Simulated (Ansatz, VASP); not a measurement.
## Two plane-wave programs on MgI2

```xyz
3
Lattice="4.1537 0.0000 0.0000 -2.0769 3.5972 0.0000 0.0000 0.0000 6.8620" Properties=species:S:1:pos:R:3 pbc="T T T"
Mg    0.0000    0.0000    0.0000
I    -0.0950    2.3433    5.3510
I     1.9819    1.1442    1.8152
```

Change from the starting cell: all I atoms moved +0.188 Å, as atom 2 towards its neighbour atom 3 (I) at 4.101 Å.

Alike in both runs: task single point; functional PBEsol; k mesh 6 × 6 × 4; occupations gaussian, width 0.05 eV; no spin polarisation.

|  | VASP | Ansatz |
| --- | --- | --- |
| version | VASP 6.6.1 | Ansatz 0.2.0 |
| potentials or method | VASP PAW PBE potentials, release 64 (Mg, I), cutoff 520 eV | scalar-relativistic, plane waves, PAW |
| valence electrons in the cell | 16 | 44 |

```tsv
	VASP	Ansatz	Ansatz less VASP
gap on the k mesh at the Fermi level (eV)	3.22	3.23	+0.012
least direct gap on the mesh (eV)	3.31	3.31	+0.008
pressure (GPa)	0.1	0.1	+0.02
traceless stress, the component that is largest in VASP (GPa)	-0.25	-0.24	+0.001
rms of the force components (eV/Å)	0.367	0.367	-0.0007
```

VASP's potentials were made for PBE, not for PBEsol. Atom by atom the forces differ by 0.002 eV/Å (rms over components). VASP's potentials hold 16 valence electrons a cell and Ansatz's 44, so a difference there can come from the potentials and not from the codes.

Neither program's run includes spin-orbit coupling.
